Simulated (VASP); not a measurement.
Input of a VASP 6.6.1 run:

File INCAR:

```
PREC = Accurate
ENCUT = 520
EDIFF = 1E-6
ISMEAR = 0
SIGMA = 0.01
LREAL = False
LASPH = True
NELM = 100
ALGO = Normal
ISIF = 2
LWAVE = False
LCHARG = True
GGA = PE
LELF = True
LVHAR = True
NBANDS = 11
```

The input KPOINTS:

```
regular mesh
0
Gamma
  6 6 6
```

The input POSCAR:

```
Mg2C
1.0
    0.0000000000      2.7833910803      2.7833910803
    2.7833910803      0.0000000000      2.7833910803
    2.7833910803      2.7833910803      0.0000000000
C Mg
1 2
Direct
    0.0000000000      0.0000000000      0.0000000000
    0.2500000000      0.2500000000      0.2500000000
    0.7500000000      0.7500000000      0.7500000000
```

Potentials or basis: VASP PAW PBE potentials, release 64 (C, Mg).

Run with:

```bash
$ cat potpaw_PBE.64/C/POTCAR potpaw_PBE.64/Mg/POTCAR > POTCAR
$ mpirun -np 1 vasp_std > vasp.out
```

Problem. What does it give for the band gap on the k mesh?

Solution. 0.72 eV, indirect (least direct gap 1.00 eV).

Problem. Estimate the pressure.

Solution. -4.9 GPa.

 A k mesh can miss the band edges.
